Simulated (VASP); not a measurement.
Input of a VASP 6.6.1 run:

File POSCAR:

```
HfC
1.0
    3.2277130762      0.0000000000      0.0000000000
   -1.6138565381      2.7952815201      0.0000000000
    0.0000000000      0.0000000000      2.9247739919
Hf C
1 1
Direct
    0.0000000000      0.0000000000      0.0000000000
    0.6666666667      0.3333333333      0.5000000000
```

INCAR.step1

```
SYSTEM = HfC
  PREC = Accurate
  ENCUT = 600
  ISMEAR = 0
  SIGMA = 0.05
  LREAL = .FALSE.
  LASPH = .TRUE.
  NELM = 100
  GGA = PE
  ALGO = Normal
  EDIFF = 1E-4
  LWAVE = .TRUE.
  LCHARG = .FALSE.
```

The input INCAR.step2:

```
SYSTEM = HfC
  PREC = Accurate
  ENCUT = 600
  EDIFF = 1E-6
  ISMEAR = 0
  SIGMA = 0.05
  LREAL = .FALSE.
  LASPH = .TRUE.
  NELM = 100
  ALGO = Normal
  ISIF = 4
  LWAVE = .FALSE.
  LCHARG = .FALSE.
  METAGGA = R2SCAN
  LMIXTAU = .TRUE.
  IBRION = 2
  NSW = 60
  EDIFFG = -0.02
  ISTART = 1
```

The input KPOINTS:

```
Automatic mesh
0
G
  12 12 12
  0 0 0
```

Potentials or basis: VASP PAW PBE potentials, release 64 (Hf_pv, C).

Run with:

```sh
$ cat potpaw_PBE.64/Hf_pv/POTCAR potpaw_PBE.64/C/POTCAR > POTCAR
$ cp INCAR.step1 INCAR
$ mpirun -np 1 vasp_std > vasp.out
$ cp INCAR.step2 INCAR
$ mpirun -np 1 vasp_std > vasp.out
```

Problem. Estimate the band gap on the k mesh.

Solution. Zero (bands 7 and 8 overlap by 0.06 eV).

Stress tensor (GPa, compression positive):
```
-3.01  0.00  0.00
 0.00 -3.01  0.00
 0.00  0.00 -2.88
```

Caveat: the PAW data sets were made with another functional, which shifts forces and pressure a little; spin-orbit coupling is left out, which moves the levels of the heavy elements.
